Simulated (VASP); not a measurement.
Write the native input for VASP 6.6.1 that does the following.

```
Task                   : single point
Functional             : PBE
Potentials or basis    : VASP PAW PBE potentials, release 64 (Pb_d, S)
Cutoff                 : 520 eV
k mesh                 : 6 × 6 × 2
Occupations            : fermi-dirac, width 0.05 eV
Spin                   : no spin polarisation
Dipole correction      : no
Further INCAR settings : ALGO = Normal; EDIFF = 1e-06; NBANDS = 28
```

The structure of PbS lies in POSCAR:

```
PbS
1.0
    2.9219327503     -2.9243653752      0.0000000000
    2.9219327503      2.9243653752      0.0000000000
   -2.0554932466      0.0000000000     21.7533469753
Pb S
2 2
Direct
    0.2778832700      0.2674392800      0.0643015600
    0.7325607200      0.7221167300      0.9356984400
    0.7842103300      0.7540543200      0.0556270400
    0.2459456800      0.2157896700      0.9443729600
```

One way to write it, as run:

INCAR

```
SYSTEM = PbS
PREC = Accurate
ENCUT = 520
EDIFF = 1E-6
ISMEAR = -1
SIGMA = 0.05
LREAL = .FALSE.
LASPH = .TRUE.
NELM = 100
ALGO = Normal
ISIF = 2
LWAVE = .FALSE.
LCHARG = .TRUE.
GGA = PE
LELF = .TRUE.
LVHAR = .TRUE.
NBANDS = 28
```

KPOINTS

```
Automatic mesh
0
G
  6 6 2
  0 0 0
```

Potentials or basis: VASP PAW PBE potentials, release 64 (Pb_d, S).

Run with:

```bash
$ cat potpaw_PBE.64/Pb_d/POTCAR potpaw_PBE.64/S/POTCAR > POTCAR
$ mpirun -np 1 vasp_std > vasp.out
```

Results of the run:

```yaml
Largest_force: 0.607 eV/Å
Band_gap_on_the_k_mesh: 1.98 eV (least direct gap 2.11 eV)
```

Caveat: there is no dipole correction, which matters where the two faces differ; spin-orbit coupling is left out, which moves the levels of the heavy elements.

It took 12 min on 1 thread of Intel Xeon 8259CL, with other jobs on the host, peak memory 0.57 GiB.
